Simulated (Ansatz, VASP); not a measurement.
Two plane-wave programs on Cr

```xyz
1
Lattice="-1.4243 1.4243 1.4243 1.4243 -1.4243 1.4243 1.4243 1.4243 -1.4243" Properties=species:S:1:pos:R:3 pbc="T T T"
Cr    0.0000    0.0000    0.0000
```

Alike in both runs: task single point; functional PBE; k mesh 15 × 15 × 15; occupations methfessel-paxton of order 1, width 0.1 eV; no spin polarisation.

```csv
,VASP,Ansatz
version,VASP 6.6.1,Ansatz 0.2.0
potentials or method,"VASP PAW PBE potentials, release 64 (Cr_pv), cutoff 520 eV","plane waves (420 eV) with PAW, scalar-relativistic"
valence electrons in the cell,12,14
```

```csv
,VASP,Ansatz,Ansatz less VASP
pressure (GPa),-0.8,-0.3,+0.58
```

The functional is the same, so the differences come from potentials, cutoffs and numerics. VASP's potentials hold 12 valence electrons a cell and Ansatz's 14, so a difference there can come from the potentials and not from the codes.
